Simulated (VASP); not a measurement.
A run of VASP 6.6.1 is set up as follows.

File INCAR:

```
  ALGO = Normal
  EDIFF = 1E-7
  ENCUT = 520
  GGA = PE
  ISIF = 2
  ISMEAR = 0
  LASPH = True
  LCHARG = False
  LREAL = False
  LWAVE = False
  NBANDS = 16
  NELM = 60
  PREC = Accurate
  SIGMA = 0.1
```

File KPOINTS:

```
k-points
0
Gamma
  6 6 2
```

Contents of POSCAR:

```
Rb
1.0
    4.9806484020      0.0000000000      0.0000000000
   -2.4903242010      4.3133680434      0.0000000000
    0.0000000000      0.0000000000      8.1547697246
Rb
2
Direct
    0.6666666667      0.3333333333      0.2534483718
    0.3333333333      0.6666666667      0.7465516282
```

Potentials or basis: VASP PAW PBE potentials, release 64 (Rb_sv).

Command:

```bash
$ cat potpaw_PBE.64/Rb_sv/POTCAR > POTCAR
$ mpirun -np 1 vasp_std > vasp.out
```

Task: Estimate the largest force.

Result: 0.025 eV/Å.

Task: Predict the pressure.

Result: 0.1 GPa.

Forces on the atoms (eV/Å):
```
Rb   0.000  0.000 -0.025
Rb   0.000  0.000  0.025
```

Caveat: the k points lie up to 0.39 Å⁻¹ apart.
